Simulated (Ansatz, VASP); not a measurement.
Mn in VASP and in Ansatz

```
Mn
1.0
     0.00000    1.79150    1.79150
     1.79150    0.00000    1.79150
     1.79150    1.79150    0.00000
Mn
1
Cartesian
  0.0000 0.0000 0.0000
```

Alike in both runs: task single point; functional PBE; k mesh 8 × 8 × 8; collinear spin.

```csv
,VASP,Ansatz
version,VASP 6.6.1,Ansatz 0.2 development build
potentials or method,"VASP PAW PBE potentials, release 64 (Mn_pv)","PAW hard, scalar-relativistic"
plane-wave cutoff (eV),500,720
occupations,"fermi-dirac, width 0.1 eV",fermi-dirac
```

VASP gave:

| Item | Value |
| --- | --- |
| net moment per atom (μB) | 0.12 |
| size of the moment on the site where the two differ most (μB) | 0.12 |

Problem. Which values does Ansatz return?

Solution. net moment per atom (μB): 0.28; size of the moment on the site where the two differ most (μB): 0.28.

The net moments are unlike, so the other rows may belong to different states. Site moments also hang on the region over which each program counts them. Ansatz's warnings: negative dielectric reading.

The k mesh is coarse, so the values compare programs but aren't converged.
